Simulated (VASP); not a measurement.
# Mg7Te (P-6m2) in VASP: notebook

Mg7Te is run at these levels: PBE; tasks: single point.

All numbers are computed with VASP 6.6.1; they aren't measurements. Logs are shortened: lines on timing, memory, paths and dates and some standing lists are left out, and cuts for length are marked.

## (1) The cell of the first run

The structure is hexagonal, space group P-6m2 (No. 187). Conventional cell: a = 6.364 Å, b = 6.364 Å, c = 5.324 Å, α = 90.00°, β = 90.00°, γ = 120.00°. Within 4.1 Å of Mg (site symmetry mm2) lie 10 Mg at 3.14 to 3.22 Å and 2 Te at 3.18 Å. Within 4.0 Å of Mg (site symmetry mm2) lie 10 Mg at 3.07 to 3.30 Å and 2 Te at 3.27 Å. Within 4.2 Å of Mg (site symmetry -6m2) lie 12 Mg at 3.18 to 3.22 Å. Te (site symmetry -6m2) has 12 Mg at 3.18 to 3.27 Å within 4.2 Å.

The cell was built from a structure type or drawn by symmetry, and may not be a known phase.

## (2) Single point, PBE

INCAR reads:

```
SYSTEM = Mg7Te
ALGO = Normal ; EDIFF = 1E-6
ENCUT = 600 ; GGA = PE
GGA_COMPAT = .FALSE. ; ISIF = 2
ISMEAR = 0 ; LASPH = .TRUE.
LCHARG = .FALSE. ; LREAL = .FALSE.
LWAVE = .FALSE. ; NBANDS = 20
NELM = 120 ; PREC = Accurate
SIGMA = 0.2
```

KPOINTS reads:

```
k-points
0
G
  3 3 3
  0 0 0
```

POSCAR reads:

```
Mg7Te
1.0
    6.3643133357     -0.0000000028      0.0000000000
   -3.1821566654      5.5116570277      0.0000000000
    0.0000000000      0.0000000000      5.3236729402
Mg Te
7 1
Direct
    0.1688128570      0.3376257140      0.5000000000
    0.6623742860      0.8311871430      0.5000000000
    0.1688128570      0.8311871430      0.5000000000
    0.8394655177      0.1605344823      0.0000000000
    0.3210689646      0.1605344823      0.0000000000
    0.8394655177      0.6789310354      0.0000000000
    0.3333333333      0.6666666667      0.0000000000
    0.6666666667      0.3333333333      0.5000000000
```

Potentials or basis: VASP PAW PBE potentials, release 64 (Mg, Te).

Launch:

```
$ cat potpaw_PBE.64/Mg/POTCAR potpaw_PBE.64/Te/POTCAR > POTCAR
$ mpirun -np 1 vasp_std > vasp.out
```

OUTCAR:

```text
SYSTEM = Mg7Te
   EDIFF = 1E-6
   ENCUT = 600
   GGA = PE
   ISIF = 2
   ISMEAR = 0
   LASPH = .TRUE.
   LREAL = .FALSE.
   NELM = 120
   PREC = Accurate

 ion  position               nearest neighbor table
   1  0.169  0.338  0.500-   3 3.14   2 3.14   8 3.18   8 3.18   7 3.22   7 3.22   5 3.22   5 3.22
                             4 3.22   4 3.22   3 3.22   2 3.22
   2  0.662  0.831  0.500-   1 3.14   3 3.14   8 3.18   8 3.18   7 3.22   7 3.22   4 3.22   4 3.22
                             6 3.22   6 3.22   1 3.22   3 3.22
   3  0.169  0.831  0.500-   1 3.14   2 3.14   8 3.18   8 3.18   7 3.22   7 3.22   5 3.22   5 3.22
                             6 3.22   6 3.22   1 3.22   2 3.22
   4  0.839  0.161  0.000-   6 3.07   5 3.07   7 3.18   7 3.18   2 3.22   2 3.22   1 3.22   1 3.22
                             8 3.27   8 3.27   6 3.30   5 3.30
   5  0.321  0.161  0.000-   6 3.07   4 3.07   7 3.18   7 3.18   3 3.22   3 3.22   1 3.22   1 3.22
                             8 3.27   8 3.27   6 3.30   4 3.30
   6  0.839  0.679  0.000-   4 3.07   5 3.07   7 3.18   7 3.18   2 3.22   2 3.22   3 3.22   3 3.22
                             8 3.27   8 3.27   4 3.30   5 3.30
   7  0.333  0.667  0.000-   5 3.18   6 3.18   4 3.18   4 3.18   5 3.18   6 3.18   3 3.22   3 3.22
                             1 3.22   1 3.22   2 3.22   2 3.22
   8  0.667  0.333  0.500-   2 3.18   1 3.18   3 3.18   3 3.18   2 3.18   1 3.18   4 3.27   4 3.27
                             6 3.27   6 3.27   5 3.27   5 3.27

  LATTYP: Found a hexagonal cell.
 ALAT       =     6.3643133357
 C/A-ratio  =     0.8364881896

  Lattice vectors:

 A1 = (   6.3643133357,  -0.0000000028,   0.0000000000)
 A2 = (  -3.1821566654,   5.5116570277,   0.0000000000)
 A3 = (   0.0000000000,   0.0000000000,   5.3236729402)

Analysis of symmetry for initial positions (statically):
=====================================================================
 Subroutine PRICEL returns:
 Original cell was already a primitive cell.

 Routine SETGRP: Setting up the symmetry group for a
 hexagonal supercell.

 Subroutine GETGRP returns: Found 12 space group operations
 (whereof 12 operations were pure point group operations)
 out of a pool of 24 trial point group operations.

The static configuration has the point symmetry D_3h.

Analysis of symmetry for dynamics (positions and initial velocities):
=====================================================================
 Subroutine PRICEL returns:
 Original cell was already a primitive cell.

 Routine SETGRP: Setting up the symmetry group for a
 hexagonal supercell.

 Subroutine GETGRP returns: Found 12 space group operations
 (whereof 12 operations were pure point group operations)
 out of a pool of 24 trial point group operations.

The dynamic configuration has the point symmetry D_3h.

 Subroutine INISYM returns: Found 12 space group operations
 (whereof 12 operations are pure point group operations),
 and found     1 'primitive' translations

----------------------------------------------------------------------------------------

                                     Primitive cell

  volume of cell :     186.7433

  direct lattice vectors                    reciprocal lattice vectors
     6.364313336 -0.000000003  0.000000000     0.157126142  0.090716820  0.000000000
    -3.182156665  5.511657028  0.000000000     0.000000000  0.181433641  0.000000000
     0.000000000  0.000000000  5.323672940     0.000000000  0.000000000  0.187840239

  length of vectors
     6.364313336  6.364313336  5.323672940     0.181433641  0.181433641  0.187840239

  position of ions in fractional coordinates (direct lattice)
     0.168812857  0.337625714  0.500000000
     0.662374286  0.831187143  0.500000000
     0.168812857  0.831187143  0.500000000
     0.839465518  0.160534482  0.000000000
     0.321068965  0.160534482  0.000000000
     0.839465518  0.678931035  0.000000000
     0.333333333  0.666666667  0.000000000
     0.666666667  0.333333333  0.500000000

  ion indices of the primitive-cell ions
   primitive index   ion index
                 1           1
                 2           2
                 3           3
                 4           4
                 5           5
                 6           6
                 7           7
                 8           8

----------------------------------------------------------------------------------------

 KPOINTS: k-points

Automatic generation of k-mesh.
 Grid dimensions read from file:
 generate k-points for:    3    3    3

 Generating k-lattice:

  Cartesian coordinates                     Fractional coordinates (reciprocal lattice)
     0.052375381  0.030238940  0.000000000     0.333333333  0.000000000  0.000000000
     0.000000000  0.060477880  0.000000000     0.000000000  0.333333333  0.000000000
     0.000000000  0.000000000  0.062613413     0.000000000  0.000000000  0.333333333

  Length of vectors
     0.060477880  0.060477880  0.062613413

  Shift w.r.t. Gamma in fractional coordinates (k-lattice)
     0.000000000  0.000000000  0.000000000

 Subroutine IBZKPT returns following result:
 ===========================================

 Found      6 irreducible k-points:

 Following reciprocal coordinates:
            Coordinates               Weight
  0.000000  0.000000  0.000000      1.000000
  0.333333  0.000000  0.000000      6.000000
  0.333333  0.333333  0.000000      2.000000
  0.000000  0.000000  0.333333      2.000000
  0.333333  0.000000  0.333333     12.000000
  0.333333  0.333333  0.333333      4.000000
   k-points           NKPTS =      6   k-points in BZ     NKDIM =      6   number of bands    NBANDS=     20
   number of dos      NEDOS =    301   number of ions     NIONS =      8
   total plane-waves  NPLWV = 139968
   dimension x,y,z NGX =    54 NGY =   54 NGZ =   48
   dimension x,y,z NGXF=   108 NGYF=  108 NGZF=   96
   ions per type =               7   1
   NGX,Y,Z   is equivalent  to a cutoff of  14.11, 14.11, 14.99 a.u.
   NGXF,Y,Z  is equivalent  to a cutoff of  28.21, 28.21, 29.98 a.u.
 SYSTEM =  Mg7Te
   PREC   = accura    normal or accurate (medium, high low for compatibility)
   ISTART =      0    job   : 0-new  1-cont  2-samecut
   ICHARG =      2    charge: 1-file 2-atom 10-const
   ISPIN  =      1    spin polarized calculation?
   LNONCOLLINEAR =      F non collinear calculations
   LSORBIT =      F    spin-orbit coupling
   LASPH  =      T    aspherical Exc in radial PAW
   ENCUT  =  600.0 eV  44.10 Ry    6.64 a.u.  12.71 12.71 10.63*2*pi/ulx,y,z
   NELM   =    120;   NELMIN=  2; NELMDL= -5     # of ELM steps
   EDIFF  = 0.1E-05   stopping-criterion for ELM
   LREAL  =      F    real-space projection
   EDIFFG = 0.1E-04   stopping-criterion for IOM
   NSW    =      0    number of steps for IOM
   IBRION =     -1    ionic relax: 0-MD 1-quasi-New 2-CG
   NFREE  =      0    steps in history (QN), initial steepest desc. (CG)
   ISIF   =      2    stress and relaxation
   ISYM   =      2    0-nonsym 1-usesym 2-fastsym
   POTIM  = 0.5000    time-step for ionic-motion
   TEBEG  =    0.0;   TEEND  =   0.0 temperature during run
   PSTRESS=    0.0 pullay stress
   NELECT =      20.0000    total number of electrons
   NUPDOWN=      -1.0000    fix difference up-down
   EMIN   =  10.00;   EMAX   =-10.00  energy-range for DOS
   EFERMI =   0.00;   METHOD = LEGACY
   ISMEAR =     0;   SIGMA  =   0.20  broadening in eV -4-tet -1-fermi 0-gaus
   EFERMI_NEDOS =   21; number of points for ismear=-14 and -15
   IALGO  =     38    algorithm
   IMIX   =      4    mixing-type and parameters
     AMIX     =   0.40;   BMIX     =  1.00
     AMIX_MAG =   1.60;   BMIX_MAG =  1.00
  volume/ion in A,a.u.               =      23.34       157.53
  Fermi-wavevector in a.u.,A,eV,Ry     =   0.777445  1.469158  8.223648  0.604421
  Thomas-Fermi vector in A             =   1.880134
   LORBIT       =      0    0 simple, 1 ext, 2 COOP (PROOUT), +10 PAW based schemes
   GGA     = PE    functional components
   LHFCALC =     F    Hartree Fock is set to
   AEXX    =    0.0000 exact exchange contribution
   IVDW    =     0    specifies the selected vdW correction
   LEPSILON=     F    determine dielectric tensor
   LRPA    =     F    only Hartree local field effects (RPA)
 non-spin polarized calculation
 Gauss-broadening in eV      SIGMA  =   0.20
  energy-cutoff  :      600.00
  volume of cell :      186.74
 maximum number of plane-waves:      6279
 NGX is ok and might be reduce to    54
   NGX = 25   NGY = 25   NGZ = 21

 number of electron      20.0000000 magnetization

 Free energy of the ion-electron system (eV)
  ---------------------------------------------------
  ext. energy  EPLUGINS =         0.00000000
  ---------------------------------------------------
  free energy    TOTEN  =       -14.39777419 eV

  energy without entropy =      -14.29981840  energy(sigma->0) =      -14.34879630

 E-fermi :   3.8430     XC(G=0):  -8.7564

 val. band max:        3.7948043259   @ k =   0.0000   0.0000   0.3333
 cond. band min:       3.8786164016   @ k =   0.3333   0.0000   0.3333
 fundamental gap:      0.0838120757
 Fermi energy:         3.8430352402

 k-point     1 :       0.0000    0.0000    0.0000
  band No.  band energies     occupation
      1      -8.3545      2.00000
      2      -2.0753      2.00000
      3      -0.7399      2.00000
      4      -0.7399      2.00000
      5      -0.2186      2.00000
      6       1.4874      2.00000
[... 12 lines left out ...]
     19       6.7631      0.00000
     20       6.7867      0.00000

 k-point     2 :       0.3333    0.0000    0.0000
  band No.  band energies     occupation
      1      -8.3085      2.00000
      2      -2.5051      2.00000
      3      -1.0573      2.00000
      4      -0.7091      2.00000
      5      -0.0498      2.00000
      6       0.8168      2.00000
[... 12 lines left out ...]
     19       7.8226      0.00000
     20       8.1590      0.00000
[... 51 lines left out ...]
      3      -1.5740      2.00000
      4      -0.7657      2.00000
      5       0.1327      2.00000
      6       0.2361      2.00000
[... 12 lines left out ...]
     19       7.9856      0.00000
     20       8.2717      0.00000

 k-point     6 :       0.3333    0.3333    0.3333
  band No.  band energies     occupation
      1      -8.2141      2.00000
      2      -1.7893      2.00000
      3      -1.7439      2.00000
      4      -1.4503      2.00000
      5       0.0653      2.00000
      6       0.1778      2.00000
[... 12 lines left out ...]
     19       8.1003      0.00000
     20       8.1326      0.00000

------------------------ aborting loop because EDIFF is reached ----------------------------------------

  FORCE on cell =-STRESS in cart. coord.  units (eV):
  Direction    XX          YY          ZZ          XY          YZ          ZX
  --------------------------------------------------------------------------------------
  -------------------------------------------------------------------------------------
  Total        0.1155617      0.1155617     -0.0883692      0.0000000      0.0000000      0.0000000
  in kB        0.9914693      0.9914693     -0.7581695      0.0000000      0.0000000      0.0000000
  external PRESSURE =       0.4082563 kB  Pullay stress =       0.0000000 kB

 VOLUME and BASIS-vectors are now :
 -----------------------------------------------------------------------------
  energy-cutoff  :      600.00
  volume of cell :      186.74
      direct lattice vectors                 reciprocal lattice vectors
     6.364313336 -0.000000003  0.000000000     0.157126142  0.090716820  0.000000000
    -3.182156665  5.511657028  0.000000000     0.000000000  0.181433641  0.000000000
     0.000000000  0.000000000  5.323672940     0.000000000  0.000000000  0.187840239

 POSITION                                       TOTAL-FORCE (eV/Angst)
 -----------------------------------------------------------------------------------
      0.00000      1.86088      2.66184        -0.000000     -0.012454      0.000000
      1.57059      4.58122      2.66184         0.010786      0.006227      0.000000
     -1.57059      4.58122      2.66184        -0.010786      0.006227      0.000000
      4.83178      0.88481      0.00000        -0.032449      0.018734     -0.000000
      1.53254      0.88481      0.00000         0.032449      0.018734     -0.000000
      3.18216      3.74204      0.00000        -0.000000     -0.037469     -0.000000
      0.00000      3.67444      0.00000        -0.000000     -0.000000     -0.000000
      3.18216      1.83722      2.66184        -0.000000     -0.000000     -0.000000
 -----------------------------------------------------------------------------------
    total drift:                               -0.000000      0.000000      0.000000

  FREE ENERGIE OF THE ION-ELECTRON SYSTEM (eV)
  ---------------------------------------------------
  free  energy   TOTEN  =       -14.3977741879 eV

  energy  without entropy=      -14.2998184046  energy(sigma->0) =      -14.34879630
```

Run time: 70 s. Hardware: 1 thread of Intel Xeon 8259CL, shared host; peak memory 0.35 GiB.

What came out:

```
Free energy            : -14.3978 eV
Pressure               : 0.0 GPa
Largest force          : 0.037 eV/Å
Band gap on the k mesh : zero (bands 10 and 11 overlap by 0.70 eV)
```

Forces in eV/Å, atoms in the order of the input:
```
Mg   0.000 -0.012  0.000
Mg   0.011  0.006  0.000
Mg  -0.011  0.006  0.000
Mg  -0.032  0.019  0.000
Mg   0.032  0.019  0.000
Mg   0.000 -0.037  0.000
Mg   0.000  0.000  0.000
Te   0.000  0.000  0.000
```

Levels at points of the mesh, in eV from the Fermi level:
```csv
k point,band 6,band 7,band 8,band 9,band 10,band 11,band 12,band 13,band 14,band 15
"(0.00, 0.00, 0.00)",-2.36,-2.36,-2.31,-2.02,-0.24,0.91,1.20,1.20,2.12,2.12
```

Caveat: the k points lie up to 0.39 Å⁻¹ apart, too coarse for converged energies and pressures of a metal; semilocal functionals underestimate gaps, so a narrow gap can read as zero; spin-orbit coupling is left out, which moves the levels of the heavy elements.

## (3) Single point, PBE

This run uses another cell than the first one, of 23.50 Å³/atom.

INCAR reads:

```
SYSTEM = Mg7Te
PREC = Accurate
ENCUT = 600
EDIFF = 1E-6
ISMEAR = 0
SIGMA = 0.2
LREAL = .False.
LASPH = .True.
NELM = 120
ALGO = Normal
ISIF = 2
LWAVE = .False.
LCHARG = .False.
GGA = PE
NBANDS = 20
GGA_COMPAT = .False.
```

KPOINTS reads:

```
Automatic mesh
0
Gamma
  3 3 3
  0 0 0
```

POSCAR reads:

```
Mg7Te
1.0
    6.4038108026      0.0000000000      0.0000000000
   -3.2019054013      5.5458628361      0.0000000000
    0.0000000000      0.0000000000      5.2935543721
Mg Te
7 1
Direct
    0.9967914889      0.4983957445      0.0000000000
    0.5016042555      0.0032085111      0.0000000000
    0.5016042555      0.4983957445      0.0000000000
    0.1711680620      0.8288319380      0.5000000000
    0.1711680620      0.3423361240      0.5000000000
    0.6576638760      0.8288319380      0.5000000000
    0.6666666667      0.3333333333      0.5000000000
    0.0000000000      0.0000000000      0.0000000000
```

Potentials or basis: VASP PAW PBE potentials, release 64 (Mg, Te).

Launch:

```
$ cat potpaw_PBE.64/Mg/POTCAR potpaw_PBE.64/Te/POTCAR > POTCAR
$ mpirun -np 1 vasp_std > vasp.out
```

Run time: 64 s. Hardware: 1 thread of Intel Xeon 8259CL, shared host; peak memory 0.34 GiB.

The run converged. Its results:

```yaml
Free_energy: -14.3942 eV
Pressure: -0.3 GPa
Largest_force: 0.057 eV/Å
Band_gap_on_the_k_mesh: zero (bands 10 and 11 overlap by 0.71 eV)
```

Forces on the atoms (eV/Å):
```
Mg  -0.016 -0.009  0.000
Mg   0.000  0.019  0.000
Mg   0.016 -0.009  0.000
Mg   0.049 -0.028  0.000
Mg   0.000  0.057  0.000
Mg  -0.049 -0.028  0.000
Mg   0.000  0.000  0.000
Te   0.000  0.000  0.000
```

Stress tensor (GPa, compression positive):
```
-0.48  0.00  0.00
 0.00 -0.48  0.00
 0.00  0.00  0.12
```

Levels at points of the mesh, in eV from the Fermi level:
```csv
k point,band 8,band 9,band 10,band 11,band 12,band 13
"(0.00, 0.00, 0.00)",-2.30,-1.97,-0.20,0.96,1.22,1.22
```

Caveat: the k points lie up to 0.40 Å⁻¹ apart, too coarse for converged energies and pressures of a metal; semilocal functionals underestimate gaps, so a narrow gap can read as zero; spin-orbit coupling is left out, which moves the levels of the heavy elements.

## (4) Single point, PBE

This run uses another cell than the first one, of 23.48 Å³/atom.

INCAR reads:

```
ALGO = Normal
EDIFF = 1E-6
ENCUT = 600
GGA = PE
GGA_COMPAT = False
ISIF = 2
ISMEAR = 0
LASPH = True
LCHARG = True
LELF = True
LREAL = False
LVHAR = True
LWAVE = False
NBANDS = 20
NELM = 120
PREC = Accurate
SIGMA = 0.2
```

KPOINTS reads:

```
k-points
0
Gamma
  3 3 3
```

POSCAR reads:

```
Mg7Te
1.0
    6.4019571106      0.0000000028      0.0000000000
   -3.2009785578      5.5442574903      0.0000000000
    0.0000000000      0.0000000000      5.2919588957
Mg Te
7 1
Direct
    0.1649080703      0.3298161406      0.0000000000
    0.1649080703      0.8350919297      0.0000000000
    0.6701838594      0.8350919297      0.0000000000
    1.0093111393      0.5046555696      0.5000000000
    0.4953444304      0.5046555696      0.5000000000
    0.4953444304     -0.0093111393      0.5000000000
    0.0000000000      0.0000000000      0.5000000000
    0.6666666667      0.3333333333      0.0000000000
```

Launch:

```
$ cat potpaw_PBE.64/Mg/POTCAR potpaw_PBE.64/Te/POTCAR > POTCAR
$ mpirun -np 1 vasp_std > vasp.out
```

Run time: 73 s. Hardware: 1 thread of Intel Xeon 8259CL, shared host; peak memory 0.33 GiB.

Results (log left out):

| Property | Result |
| --- | --- |
| Free energy | -14.3948 eV |
| Pressure | -0.2 GPa |
| Largest force | 0.048 eV/Å |
| Band gap on the k mesh | zero (bands 10 and 11 overlap by 0.71 eV) |

Forces on the atoms (eV/Å):
```
Mg   0.000 -0.012  0.000
Mg  -0.010  0.006  0.000
Mg   0.010  0.006  0.000
Mg   0.041  0.024  0.000
Mg  -0.041  0.024  0.000
Mg   0.000 -0.048  0.000
Mg   0.000  0.000  0.000
Te   0.000  0.000  0.000
```

Stress tensor (GPa, compression positive):
```
-0.44  0.00  0.00
 0.00 -0.44  0.00
 0.00  0.00  0.15
```

Levels at points of the mesh, in eV from the Fermi level:
```tsv
k point	band 7	band 8	band 9	band 10	band 11	band 12	band 13	band 14
(0.00, 0.00, 0.00)	-2.36	-2.30	-1.96	-0.20	0.96	1.22	1.22	2.14
```

Caveat: the k points lie up to 0.40 Å⁻¹ apart, too coarse for converged energies and pressures of a metal; semilocal functionals underestimate gaps, so a narrow gap can read as zero; spin-orbit coupling is left out, which moves the levels of the heavy elements.

(Continued in part 2 of 2.)
